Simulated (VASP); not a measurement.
A run of VASP 6.6.1 is set up as follows.

Contents of INCAR:

```
ALGO = Normal
EDIFF = 1E-6
ENCUT = 600
GGA = PS
GGA_COMPAT = False
ISIF = 2
ISMEAR = 0
LASPH = True
LCHARG = False
LREAL = False
LWAVE = False
NBANDS = 11
NELM = 120
PREC = Accurate
SIGMA = 0.02
```

KPOINTS

```
k-points
0
Gamma
  6 6 6
```

Contents of POSCAR:

```
MgS
1.0
    0.0000000000      2.5653969554      2.6055130538
    2.5653969554      0.0000000000      2.6055130538
    2.5653969554      2.5653969554      0.0000000000
Mg S
1 1
Direct
    0.0000000000      0.0000000000      0.0000000000
    0.5000000000      0.5000000000      0.5000000000
```

Potentials or basis: VASP PAW PBE potentials, release 64 (Mg, S).

Run with:

```bash
$ cat potpaw_PBE.64/Mg/POTCAR potpaw_PBE.64/S/POTCAR > POTCAR
$ mpirun -np 1 vasp_std > vasp.out
```

Problem. Estimate the band gap on the k mesh.

Solution. 2.69 eV, indirect (least direct gap 3.76 eV).

Problem. Predict the pressure.

Solution. 1.0 GPa.

Stress tensor (GPa, compression positive):
```
 1.64  0.00  0.00
 0.00  1.64  0.00
 0.00  0.00 -0.18
```

Caveat: the cell differs from its parent crystal (strained cell); the PAW data sets were made with another functional, which shifts forces and pressure a little. A k mesh can miss the band edges.
